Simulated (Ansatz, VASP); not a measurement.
**One calculation of SrTiO3, two programs**

File INCAR:

```
PREC = Accurate ; ENCUT = 520
EDIFF = 1E-7 ; ISMEAR = 0
SIGMA = 0.05 ; LREAL = F
LASPH = T ; NELM = 100
ALGO = Normal ; ISIF = 2
LWAVE = F ; LCHARG = T
GGA = PS ; LELF = T
LVHAR = T ; NBANDS = 28
```

Contents of KPOINTS:

```
regular mesh
0
Gamma
  8 8 8
```

File POSCAR:

```
SrTiO3
1.0
    3.8913815400      0.0000000000      0.0000000000
    0.0000000000      3.8913815400      0.0000000000
    0.0000000000      0.0000000000      3.8913815400
Sr Ti O
1 1 3
Direct
    0.0024043448      0.0000000000      0.0000000000
    0.5059354150      0.5000000000      0.5000000000
   -0.0096992381      0.5000000000      0.5000000000
    0.4893868027      0.0000000000      0.5000000000
    0.4893868027      0.5000000000      0.0000000000
```

Input for Ansatz:

```yaml
crystal:
  lattice:
    - [3.89138154, 0.0, 0.0]
    - [0.0, 3.89138154, 0.0]
    - [0.0, 0.0, 3.89138154]
  atoms:
    - { symbol: Sr, position: [0.0024043448, 0.0, 0.0] }
    - { symbol: Ti, position: [0.505935415, 0.5, 0.5] }
    - { symbol: O, position: [-0.0096992381, 0.5, 0.5] }
    - { symbol: O, position: [0.4893868027, 0.0, 0.5] }
    - { symbol: O, position: [0.4893868027, 0.5, 0.0] }
basis:
  ecutwfc: 520.0
kpoints:
  mp_grid: { grid: [8, 8, 8] }
hamiltonian:
  xc: pbesol
  pseudopotentials: { kind: paw, azcp: { folder: soft_1 } }
scf:
  occupations: { method: gaussian, width: 0.05 }
output:
  forces: true
  stress: true
  eigenvalues: true
```

Change from the starting cell: mode 1 frozen in at -0.041 Å, equal normal strain along x and y +0.0000.

Alike in both runs: task single point; functional PBEsol; k mesh 8 × 8 × 8; occupations gaussian, width 0.05 eV; no spin polarisation.

```csv
,VASP,Ansatz
version,VASP 6.6.1,Ansatz 0.2.0
potentials or method,"VASP PAW PBE potentials, release 64 (Sr_sv, Ti_sv, O), cutoff 520 eV","scalar-relativistic, plane waves, PAW"
valence electrons in the cell,40,40
```

Ansatz gave:

| Item | Value |
| --- | --- |
| gap on the k mesh at the Fermi level (eV) | 1.87 |
| least direct gap on the mesh (eV) | 2.25 |
| pressure (GPa) | 0.2 |
| traceless stress, the component that is largest in VASP (GPa) | 0.50 |
| rms of the force components (eV/Å) | 0.012 |

Problem. Estimate VASP's values.

Solution. gap on the k mesh at the Fermi level (eV): 1.83; least direct gap on the mesh (eV): 2.23; pressure (GPa): 0.9; traceless stress, the component that is largest in VASP (GPa): 0.51; rms of the force components (eV/Å): 0.020.

VASP's potentials were made for PBE, not for PBEsol, and Ansatz warns of the same on its side. Atom by atom the forces differ by 0.008 eV/Å (rms over components). The functional is the same, so the differences come from potentials, cutoffs and numerics.
